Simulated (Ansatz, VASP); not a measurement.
BN: VASP beside Ansatz

```xyz
2
Lattice="0.0236 1.8048 1.8048 1.8048 0.0236 1.8048 1.8285 1.8285 0.0000" Properties=species:S:1:pos:R:3 pbc="T T T"
B     0.0000    0.0000    0.0004
N     0.9142    0.9142    0.9020
```

Change from the starting cell: shear_xy strain +2.6%.

Alike in both runs: task single point; functional PBE; k mesh 12 × 12 × 12; occupations fermi-dirac, width 0.02 eV; no spin polarisation.

```csv
,VASP,Ansatz
version,VASP 6.6.1,Ansatz 0.2.0
potentials or method,"VASP PAW PBE potentials, release 64 (B, N)","plane waves, PAW"
plane-wave cutoff (eV),520,420
valence electrons in the cell,8,8
```

|  | VASP | Ansatz | Ansatz less VASP |
| --- | --- | --- | --- |
| gap on the k mesh at the Fermi level (eV) | 4.36 | 4.37 | +0.011 |
| pressure (GPa) | 5.3 | 5.0 | -0.29 |
| traceless stress, the component that is largest in VASP (GPa) | -12.05 | -11.96 | +0.090 |
| rms of the force components (eV/Å) | 0.020 | 0.017 | -0.0027 |

Atom by atom the forces differ by 0.003 eV/Å (rms over components).
